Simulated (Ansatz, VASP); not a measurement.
## Ru2C in VASP and in Ansatz

```
Ru C
1.0
     4.94170    0.00000    0.00000
     0.00000    4.79937    0.00000
     0.00000    0.00000    2.90765
Ru C
4 2
Direct
  0.26062 0.85365 0.50000
  0.76062 0.64635 0.00000
  0.73938 0.14635 0.50000
  0.23938 0.35365 0.00000
  0.50000 0.50000 0.50000
  0.00000 0.00000 0.00000
```

Alike in both runs: functional PBE; k mesh 8 × 8 × 12; occupations gaussian, width 0.1 eV; no spin polarisation.

Ansatz relaxed the structure, and its values are those at the end. VASP's run is a single point on that final structure, the one shown.

|  | VASP | Ansatz |
| --- | --- | --- |
| version | VASP 6.6.1 | Ansatz 0.2.0 |
| potentials or method | VASP PAW PBE potentials, release 64 (Ru_pv, C), cutoff 520 eV | scalar-relativistic, plane waves, PAW |
| valence electrons in the cell | 64 | 72 |

|  | VASP | Ansatz | Ansatz less VASP |
| --- | --- | --- | --- |
| gap on the k mesh at the Fermi level (eV) | none | none | - |
| pressure (GPa) | 0.1 | 0.0 | -0.11 |

A gap of «none» marks a metal or a gap that the smearing closes. VASP's potentials hold 64 valence electrons a cell and Ansatz's 72, so a difference there can come from the potentials and not from the codes.
